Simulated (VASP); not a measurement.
# Si16HO32 (a cell with a defect) in VASP: notebook, part 2 of 3

VASP 6.6.1.

## (3) Single point, PBEsol, collinear spin

INCAR

```
PREC = Accurate
ENCUT = 520
EDIFF = 1E-6
ISMEAR = -1
SIGMA = 0.05
LREAL = Auto
LASPH = True
NELM = 200
ALGO = Normal
ISIF = 2
LWAVE = False
LCHARG = False
ISPIN = 2
MAGMOM = 0 0 0 0 0 0 0 0 0 0 0 0 0 0 0 0 0 0 0 0 0 0 0 0 0 0 0 0 0 0 0 0 0 0 0 0 0 0 0 0 0 0 0 0 0 0 0 0 0.81
LORBIT = 11
GGA = PS
NBANDS = 162
GGA_COMPAT = False
```

KPOINTS

```
Automatic mesh
0
Gamma
  1 1 1
```

POSCAR

```
Si16HO32
1.0
  -10.0780000000      0.0000000000      0.0000000000
    0.0000000000     -8.7640000000      0.0000000000
    0.0000000000      0.0000000000      8.2350000000
Si O H
16 32 1
Direct
    0.4770093272      0.3452190780      0.5552884032
    0.5257491566      0.6893427659      0.0446265938
    0.5188331018      0.3616727522      0.9370734669
    0.4726632268      0.6719420356      0.4219550698
    0.2227326851      0.8582952990      0.5677352763
    0.2841635245      0.1635440438      0.0864966606
    0.2646457630      0.8308649019      0.9477595628
    0.2304822385      0.1919443177      0.4586763813
    0.9790831514      0.3348014605      0.5760170006
    0.0269299464      0.6318347786      0.0577899211
    0.0130978369      0.3048836148      0.9416150577
    0.9842329827      0.6506047467      0.4323497268
    0.7406132169      0.8093450479      0.5359319976
    0.7687239532      0.1637494295      0.0571341834
    0.7820698551      0.8333295299      0.9095567699
    0.7224548522      0.1637608398      0.4267395264
    0.4779222068      0.7244523049      0.2295810565
    0.5018158365      0.4096645367      0.7421250759
    0.4507739631      0.4918872661      0.4491560413
    0.5616888271      0.5134984026      0.0368184578
    0.5948204009      0.2528982200      0.4880388585
    0.3935403850      0.7124600639      0.9241287189
    0.3781008137      0.2823368325     -0.0020886460
    0.6107660250      0.7167617526      0.5058044930
    0.2953661441      0.1929598357      0.2770856102
    0.2167890454      0.8764262894      0.7609471767
    0.1919924588      0.0221360110      0.4959198543
    0.3187636436     -0.0130077590      0.0427322404
    0.3610140901      0.7666020082      0.5147298118
    0.1314348085      0.2007644911      1.0254766242
    0.1552292121      0.7431424007      0.0581542198
    0.3467453860      0.2422638065      0.5883060109
    0.0209565390      0.5740985851      0.2491924712
   -0.0221373288      0.2623117298      0.7563812993
    0.9544651717      0.5183820173      0.5767091682
    0.0522821988      0.4878023733     -0.0590528233
    0.1088509625      0.3001483341      0.4818336369
    0.8948898591      0.7197170242      1.0001821494
    0.8839055368      0.2923436787      0.0664602307
    0.1051299861      0.7477635783      0.5110382514
    0.7187537210      0.1379278868      0.2348148148
    0.8035721373      0.8063441351      0.7179720704
    0.7123635642     -0.0039251483      0.5042015786
    0.8166600516      0.0176061159     -0.0496296296
    0.8582159159      0.7675832953      0.4079417122
    0.6389859099      0.2325764491      0.9545840923
    0.6367037111      0.7989274304     -0.0158591378
    0.8540186545      0.2515175719      0.4812629022
    0.0541178805     -0.0122774989      0.1693260474
```

Potentials or basis: VASP PAW PBE potentials, release 64 (Si, O, H).

Command:

```sh
$ cat potpaw_PBE.64/Si/POTCAR potpaw_PBE.64/O/POTCAR potpaw_PBE.64/H/POTCAR > POTCAR
$ mpirun -np 1 vasp_gam > vasp.out
```

OUTCAR:

```text
PREC = Accurate
   ENCUT = 520
   EDIFF = 1E-6
   ISMEAR = -1
   LREAL = Auto
   LASPH = True
   NELM = 200
   ISIF = 2
   ISPIN = 2
   LORBIT = 11
   GGA = PS

 ion  position               nearest neighbor table
   1  0.477  0.345  0.555-  21 1.54  19 1.58  32 1.62  18 1.66   8 2.93   4 3.07  16 3.13
   2  0.526  0.689  0.045-  47 1.56  20 1.58  17 1.63  22 1.67   3 3.01   7 3.02  15 3.08
   3  0.519  0.362  0.937-  20 1.62  23 1.66  46 1.66  18 1.67   2 3.01
   4  0.473  0.672  0.422-  29 1.59  24 1.60  19 1.61  17 1.65   1 3.07  13 3.10
   5  0.223  0.858  0.568-  27 1.58  26 1.60  40 1.60  29 1.67   8 3.06
   6  0.284  0.164  0.086-  23 1.59  25 1.59  28 1.63  30 1.65   8 3.12   7 3.14
   7  0.265  0.831  0.948-  31 1.62  26 1.66  28 1.67  22 1.67   2 3.02  10 3.10   6 3.14
   8  0.230  0.192  0.459-  37 1.56  27 1.57  25 1.63  32 1.65   1 2.93   9 2.99   5 3.06   6 3.12

   9  0.979  0.335  0.576-  37 1.55  34 1.62  35 1.63  48 1.65   8 2.99  12 3.01  11 3.04
  10  0.027  0.632  0.058-  36 1.61  38 1.61  31 1.62  33 1.66  11 3.02   7 3.10  12 3.12
  11  0.013  0.305  0.942-  34 1.61  36 1.65  30 1.65  39 1.66  14 2.92  10 3.02   9 3.04
  12  0.984  0.651  0.432-  40 1.62  45 1.64  35 1.69  33 1.69  13 2.95   9 3.01  10 3.12
  13  0.741  0.809  0.536-  24 1.56  45 1.63  42 1.63  43 1.68  12 2.95   4 3.10  15 3.11
  14  0.769  0.164  0.057-  41 1.56  39 1.62  44 1.63  46 1.67  11 2.92  16 3.08  15 3.14
  15  0.782  0.833  0.910-  42 1.61  47 1.62  38 1.69  44 1.69   2 3.08  13 3.11  14 3.14
  16  0.722  0.164  0.427-  21 1.59  41 1.60  48 1.60  43 1.61  14 3.08   1 3.13
  17  0.478  0.724  0.230-   2 1.63   4 1.65
  18  0.502  0.410  0.742-   1 1.66   3 1.67
  19  0.451  0.492  0.449-   1 1.58   4 1.61
  20  0.562  0.513  0.037-   2 1.58   3 1.62
  21  0.595  0.253  0.488-   1 1.54  16 1.59
  22  0.394  0.712  0.924-   2 1.67   7 1.67
[... 24 lines left out ...]
  47  0.637  0.799  0.984-   2 1.56  15 1.62
  48  0.854  0.252  0.481-  16 1.60   9 1.65
  49  0.054  0.988  0.169-

  LATTYP: Found a simple orthorhombic cell.
 ALAT       =     8.2350000000
 B/A-ratio  =     1.0642380085
 C/A-ratio  =     1.2238008500

  Lattice vectors:

 A1 = (   0.0000000000,   0.0000000000,  -8.2350000000)
 A2 = (   0.0000000000,  -8.7640000000,   0.0000000000)
 A3 = ( -10.0780000000,   0.0000000000,   0.0000000000)

Analysis of symmetry for initial positions (statically):
=====================================================================
 Subroutine PRICEL returns:
 Original cell was already a primitive cell.

 Routine SETGRP: Setting up the symmetry group for a
 simple orthorhombic supercell.

 Subroutine GETGRP returns: Found  1 space group operations
 (whereof  1 operations were pure point group operations)
 out of a pool of  8 trial point group operations.

The static configuration has the point symmetry C_1 .

Analysis of symmetry for dynamics (positions and initial velocities):
=====================================================================
 Subroutine PRICEL returns:
 Original cell was already a primitive cell.

 Routine SETGRP: Setting up the symmetry group for a
 simple orthorhombic supercell.

 Subroutine GETGRP returns: Found  1 space group operations
 (whereof  1 operations were pure point group operations)
 out of a pool of  8 trial point group operations.

The dynamic configuration has the point symmetry C_1 .

Analysis of structural, dynamic, and magnetic symmetry:
=====================================================================
 Subroutine PRICEL returns:
 Original cell was already a primitive cell.

 Routine SETGRP: Setting up the symmetry group for a
 simple orthorhombic supercell.

 Subroutine GETGRP returns: Found  1 space group operations
 (whereof  1 operations were pure point group operations)
[... 191 lines left out ...]
     AMIX     =   0.40;   BMIX     =  1.00
     AMIX_MAG =   1.60;   BMIX_MAG =  1.00
  volume/ion in A,a.u.               =      14.84       100.17
  Fermi-wavevector in a.u.,A,eV,Ry     =   1.157371  2.187113 18.225094  1.339507
  Thomas-Fermi vector in A             =   2.293983
   LORBIT       =     11    0 simple, 1 ext, 2 COOP (PROOUT), +10 PAW based schemes
   GGA     = PS    functional components
   LHFCALC =     F    Hartree Fock is set to
   AEXX    =    0.0000 exact exchange contribution
   IVDW    =     0    specifies the selected vdW correction
   LEPSILON=     F    determine dielectric tensor
   LRPA    =     F    only Hartree local field effects (RPA)
 spin polarized calculation
  energy-cutoff  :      520.00
  volume of cell :      727.34
 maximum number of plane-waves:      9818
 NGX is ok and might be reduce to    80
   NGX = 37   NGY = 33   NGZ = 31

 number of electron     256.9999980 magnetization       0.9999972

 Free energy of the ion-electron system (eV)
  ---------------------------------------------------
  ext. energy  EPLUGINS =         0.00000000
  ---------------------------------------------------
  free energy    TOTEN  =      -392.94494629 eV

  energy without entropy =     -392.94494629  energy(sigma->0) =     -392.94494629

 E-fermi :   1.8235     XC(G=0):  -8.3061

 val. band max:        0.6155593552   @ k =   0.0000   0.0000   0.0000
 cond. band min:       4.3590464314   @ k =   0.0000   0.0000   0.0000
 fundamental gap:      3.7434870763
 Fermi energy:         1.8235279150

 spin component 1

 k-point     1 :       0.0000    0.0000    0.0000
  band No.  band energies     occupation
      1     -19.8024      1.00000
      2     -19.5416      1.00000
      3     -19.2852      1.00000
      4     -19.2177      1.00000
      5     -19.1328      1.00000
      6     -19.0334      1.00000
[... 132 lines left out ...]
    139       8.3521      0.00000
    140       8.4169      0.00000
 Fermi energy:         1.8235279150

 spin component 2

 k-point     1 :       0.0000    0.0000    0.0000
  band No.  band energies     occupation
      1     -19.8007      1.00000
      2     -19.5409      1.00000
      3     -19.2836      1.00000
      4     -19.2159      1.00000
      5     -19.1318      1.00000
      6     -19.0263      1.00000
[... 132 lines left out ...]
    139       8.3657      0.00000
    140       8.4374      0.00000
 [bands above 140 left out]

------------------------ aborting loop because EDIFF is reached ----------------------------------------

  FORCE on cell =-STRESS in cart. coord.  units (eV):
  Direction    XX          YY          ZZ          XY          YZ          ZX
  --------------------------------------------------------------------------------------
  -------------------------------------------------------------------------------------
  Total        6.9144321      1.3099032     -6.7573025      4.9615510      0.2686506      7.0839803
  in kB       15.2309422      2.8854229    -14.8848210     10.9291835      0.5917771     15.6044190
  external PRESSURE =       1.0771814 kB  Pullay stress =       0.0000000 kB

 VOLUME and BASIS-vectors are now :
 -----------------------------------------------------------------------------
  energy-cutoff  :      520.00
  volume of cell :      727.34
      direct lattice vectors                 reciprocal lattice vectors
   -10.078000000  0.000000000  0.000000000    -0.099226037  0.000000000  0.000000000
     0.000000000 -8.764000000  0.000000000     0.000000000 -0.114103149  0.000000000
     0.000000000  0.000000000  8.235000000     0.000000000  0.000000000  0.121432908

 POSITION                                       TOTAL-FORCE (eV/Angst)
 -----------------------------------------------------------------------------------
     -4.80730     -3.02550      4.57280         1.271265     -0.910433      3.719246
     -5.29850     -6.04140      0.36750         3.809369      0.283657      0.245369
     -5.22880     -3.16970      7.71680        -0.299325      1.557804     -1.620560
     -4.76350     -5.88890      3.47480         0.349501     -0.470221     -1.004588
     -2.24470     -7.52210      4.67530        -0.872520      2.129166     -0.012633
     -2.86380     -1.43330      0.71230         1.345083      0.273389     -0.868194
[... 41 lines left out ...]
     -8.60680     -2.20430      3.96320        -1.008888     -0.652798      0.382092
     -0.54540     -8.65640      1.39440         0.106449      0.031030      0.112702
 -----------------------------------------------------------------------------------
    total drift:                               -0.005977      0.007419      0.029902

  FREE ENERGIE OF THE ION-ELECTRON SYSTEM (eV)
  ---------------------------------------------------
  free  energy   TOTEN  =      -392.9449462886 eV

  energy  without entropy=     -392.9449462885  energy(sigma->0) =     -392.94494629

 total charge

# of ion       s       p       d       tot
------------------------------------------
    1        0.662   1.055   0.000   1.717
    2        0.659   1.032   0.000   1.691
    3        0.628   0.935   0.000   1.563
    4        0.642   1.003   0.000   1.645
    5        0.641   1.005   0.000   1.646
    6        0.645   1.006   0.000   1.652
[... 41 lines left out ...]
   48        1.536   3.692   0.000   5.228
   49        0.376   0.001   0.000   0.377
--------------------------------------------------
tot         60.102 133.572   0.000 193.675

 magnetization (x)

# of ion       s       p       d       tot
------------------------------------------
    1        0.000   0.000   0.000   0.000
    2        0.000   0.000   0.000   0.000
    3        0.000   0.000   0.000   0.000
    4        0.000   0.000   0.000   0.000
    5        0.000   0.000   0.000   0.000
    6       -0.000  -0.000   0.000  -0.001
[... 41 lines left out ...]
   48        0.000   0.000   0.000   0.000
   49        0.361   0.000   0.000   0.362
--------------------------------------------------
tot          0.371   0.061   0.000   0.432
```

It took 4.2 min on 1 thread of Intel Xeon Platinum 8488C (Sapphire Rapids), shared host; peak memory 0.99 GiB.

Results:

| Item | Value |
| --- | --- |
| Free energy | -392.9449 eV |
| Pressure | 0.1 GPa |
| Largest force | 4.116 eV/Å |
| Band gap on the k mesh | 3.74 eV |
| Net moment | 1.00 μB per cell |
| Site moments | Si +0.00, -0.00 (each value once); O +0.00, +0.01, +0.03, +0.02 (each value once); H +0.36 μB |
| Valence electrons inside the program's atomic spheres | Si 1.72, 1.69, 1.56, 1.65, 1.57, 1.71, 1.68, 1.64, 1.60, 1.66 (each value once); O 5.20, 5.18, 5.26, 5.25, 5.31, 5.16, 5.23, 5.28, 5.24, 5.21, 5.29, 5.19, 5.22, 5.15, 5.17, 5.27 (each value once); H 0.38 |

Forces in eV/Å, atoms in the order of the input:
```
Si   1.271 -0.910  3.719
Si   3.809  0.284  0.245
Si  -0.299  1.558 -1.621
Si   0.350 -0.470 -1.005
Si  -0.873  2.129 -0.013
Si   1.345  0.273 -0.868
Si  -1.587 -0.119 -0.818
Si  -2.966  0.024 -0.502
Si   3.679 -0.128  0.162
Si   0.168 -0.024  1.057
Si  -0.637 -0.659  1.809
Si  -0.593  0.551 -0.311
Si  -1.322 -3.888 -0.282
Si   1.434 -0.987 -2.407
Si  -2.259 -0.650  1.368
Si  -0.654  1.307  0.691
O   -0.210  0.241  0.973
O   -0.676  0.386  1.055
O    0.506 -1.024 -1.482
O   -0.445  1.472 -0.105
O   -1.112  0.601 -0.903
O    0.144 -0.961  0.866
O   -1.782 -1.234 -0.676
O    0.129  0.861  0.369
O    0.245 -0.370  1.130
O   -0.225  0.242  2.077
O    0.426  0.922 -0.194
O    0.553  0.811 -0.477
O    1.498 -1.470  0.337
O    0.448 -0.372 -0.699
O   -0.261 -0.724 -0.667
O    0.851  0.415 -1.137
O    0.714 -0.821  1.333
O   -0.303  0.174  0.214
O   -0.004 -0.623 -1.360
O   -0.158  0.954 -0.073
O   -0.719 -0.579 -1.169
O    1.413 -1.181 -0.565
O   -1.043  0.231 -1.116
O    0.667  0.585 -0.687
O    0.477  0.462  0.789
O    0.715  0.541  0.127
O   -0.025  1.810  0.530
O    0.186  1.664  0.147
O   -0.279  1.113  0.179
O    0.265 -0.606  0.234
O   -1.959 -1.192 -0.768
O   -1.009 -0.653  0.382
H    0.106  0.031  0.113
```

Caveat: the k points lie up to 0.76 Å⁻¹ apart; the PAW data sets were made with another functional, which shifts forces and pressure a little.

## (4) Single point, PBEsol, collinear spin

INCAR

```
SYSTEM = Si16HO32
PREC = Accurate
ENCUT = 520
EDIFF = 1E-6
ISMEAR = -1
SIGMA = 0.05
LREAL = Auto
LASPH = .TRUE.
NELM = 200
ALGO = Normal
ISIF = 2
LWAVE = .FALSE.
LCHARG = .TRUE.
ISPIN = 2
MAGMOM = 0 0 0 0 0 0 0 0 0 0 0 0 0 0 0 0 0 0 0 0 0 0 0 0 0 0 0 0 0 0 0 0 0 0 0 0 0 0 0 0 0 0 0 0 0 0 0 0 1
LORBIT = 11
GGA = PS
LELF = .TRUE.
LVHAR = .TRUE.
NBANDS = 162
GGA_COMPAT = .FALSE.
```

KPOINTS

```
regular mesh
0
G
  1 1 1
  0 0 0
```

POSCAR

```
Si16HO32
1.0
  -10.0780000000      0.0000000000      0.0000000000
    0.0000000000     -8.7640000000      0.0000000000
    0.0000000000      0.0000000000      8.2350000000
Si O H
16 32 1
Direct
    0.4868426275      0.3280009128      0.6373284760
    0.5554078190      0.6687243268      0.1066909532
    0.5473506648      0.3269283432      0.9914389800
    0.5142587815      0.6683135555      0.4879052823
    0.2679599127      0.8323710634      0.6042744384
    0.3066779123      0.1674121406      0.0878567092
    0.2973903552      0.7992469192      0.9808743169
    0.2560726335      0.1685645824      0.4808378871
    0.9947410200      0.3381903241      0.5940619308
    0.0412879540      0.6697626654      0.1199514268
    0.0332903354      0.3375399361      0.9746812386
    1.0238837071      0.6780009128      0.4753855495
    0.7743500695      0.8303400274      0.6154826958
    0.7986505259      0.1770994979      0.1209228901
    0.8044056360      0.8396964856      0.9910625379
    0.7525004961      0.1727179370      0.4879295689
    0.4954157571      0.6890460977      0.2875166970
    0.4563206986      0.3211547239      0.8363812993
    0.4475193491      0.5135098129      0.5656952034
    0.5864159555      0.4888863533      0.0815057681
    0.6437884501      0.2982428115      0.5692410443
    0.4320797777      0.7022592424      0.9834122647
    0.4309783687      0.2621633957      0.1116454159
    0.6578884699      0.6977065267      0.5676502732
    0.2267017265      0.1576677316      0.2717304189
    0.2241913078      0.7899018713      0.7878324226
    0.2262254416      0.0085577362      0.5740012143
    0.3324568367     -0.0031720675      0.0102125076
    0.4236951776      0.8190209950      0.5532604736
    0.1759079182      0.2461204929      0.9841651488
    0.1758682278      0.7664536741      0.0989071038
    0.4085532844      0.2197284345      0.5358469945
   -0.0307104584      0.6653240529      0.2862780814
   -0.0193589998      0.3133957097      0.7856102004
    0.9949593173      0.5228548608      0.5695203400
    0.0712641397      0.5027156550      0.0413479053
    0.1407025203      0.2833637608      0.5322404372
    0.9487596745      0.7584892743      1.0008986035
    0.9110438579      0.3036284801      0.0965148755
    0.1823576106      0.7428913738      0.4594535519
    0.7095455448      0.1766316750      0.2883424408
    0.7812760468      0.8464513921      0.8117304189
    0.7164119865      0.0016202647      0.5607771706
    0.8396308791      0.0075992697      0.0627079539
    0.9123734868      0.7977521680      0.5340862174
    0.6886485414      0.2357827476      0.9852216151
    0.6832506450      0.7948197170      0.1029265331
    0.8953066085      0.2209835691      0.4961505768
    0.0464973209      0.1325764491      0.3171463267
```

Command:

```sh
$ cat potpaw_PBE.64/Si/POTCAR potpaw_PBE.64/O/POTCAR potpaw_PBE.64/H/POTCAR > POTCAR
$ mpirun -np 1 vasp_gam > vasp.out
```

It took 10 min on 1 thread of AMD EPYC 7R13, shared host; peak memory 0.96 GiB.

The run converged. Its results:

```yaml
Free_energy: -388.3554 eV
Pressure: -0.3 GPa
Largest_force: 8.038 eV/Å
Band_gap_on_the_k_mesh: 2.33 eV
Net_moment: 1.00 μB per cell
Site_moments: Si +0.00, +0.01, -0.00 (each value once); O +0.00, +0.07, +0.01, +0.02 (each value once); H +0.33 μB
Valence_electrons_inside_the_program's_atomic_spheres: Si 1.62, 1.61, 1.66, 1.57, 1.64, 1.53, 1.76, 1.59, 1.78, 1.65 (each value once); O 5.19, 5.21, 5.12, 5.20, 5.14, 5.22, 5.29, 5.18, 5.09, 5.17, 5.16, 5.25, 5.23, 5.24, 5.27, 5.13, 5.15, 5.32, 5.26, 5.28 (each value once); H 0.39
```

Forces on the atoms (eV/Å):
```
Si  -4.407 -5.599  0.516
Si  -0.590 -0.317  1.092
Si  -1.970 -0.034  3.177
Si   1.907 -1.180  0.172
Si  -0.332 -0.552 -1.022
Si   6.762  2.956  0.327
Si   1.432 -4.294 -2.294
Si   0.384  1.290 -2.288
Si  -1.897  0.355  0.058
Si  -1.551  1.329 -2.652
Si  -1.648  0.723 -0.374
Si  -0.883 -1.042 -1.858
Si   3.303 -1.143  0.120
Si   2.071  0.924 -0.560
Si  -3.236 -1.640  3.839
Si   7.782  1.558 -1.277
O   -0.578  0.493  1.591
O   -0.314 -0.555 -4.171
O   -1.047  1.640  0.601
O   -0.453 -0.373 -1.045
O    0.055  0.382  1.049
O   -0.125 -0.380 -0.197
O   -3.276 -1.608  0.975
O   -2.109 -0.970  0.112
O   -2.243  0.108  1.687
O   -1.556  0.401  1.867
O   -0.182 -0.927 -0.207
O    0.025  2.010 -0.113
O   -0.120  1.327  0.181
O   -0.642  0.612  0.309
O   -1.362  0.277  1.042
O    4.773  3.637 -3.030
O   -0.285  0.691  2.679
O    0.216 -0.179  1.316
O    0.289  1.040  0.040
O   -0.394 -1.292 -0.045
O    0.170 -0.973  0.585
O    2.280 -0.206 -1.101
O   -0.553  0.643  0.556
O    2.375  1.317  1.526
O   -1.489  0.073  1.089
O    1.581  0.430 -5.654
O   -1.026  0.149 -0.304
O   -0.361 -1.067  0.396
O   -1.005 -0.402  0.639
O    1.719 -0.189 -0.602
O    2.908  2.898  0.239
O   -4.679 -2.644  1.345
H    0.282  0.307 -0.327
```

Stress tensor (GPa, compression positive):
```
 0.60  1.51 -0.44
 1.51 -1.85  0.25
-0.44  0.25  0.42
```

Levels at points of the mesh, in eV from the valence-band top:
Spin up:
```csv
k point,band 126,band 127,band 128,band 129,band 130,band 131,band 132,band 133
"(0.00, 0.00, 0.00)",-2.34,-2.17,-2.04,0.00,2.80,4.16,4.40,4.59
```
Spin down:
```tsv
k point	band 125	band 126	band 127	band 128	band 129	band 130	band 131	band 132
(0.00, 0.00, 0.00)	-2.47	-2.34	-2.15	-2.02	2.33	3.39	4.20	4.42
```

Caveat: the k points lie up to 0.76 Å⁻¹ apart; the atoms stand as in a frame of molecular dynamics; the PAW data sets were made with another functional, which shifts forces and pressure a little.

(Part 2 of 3 ends here.)
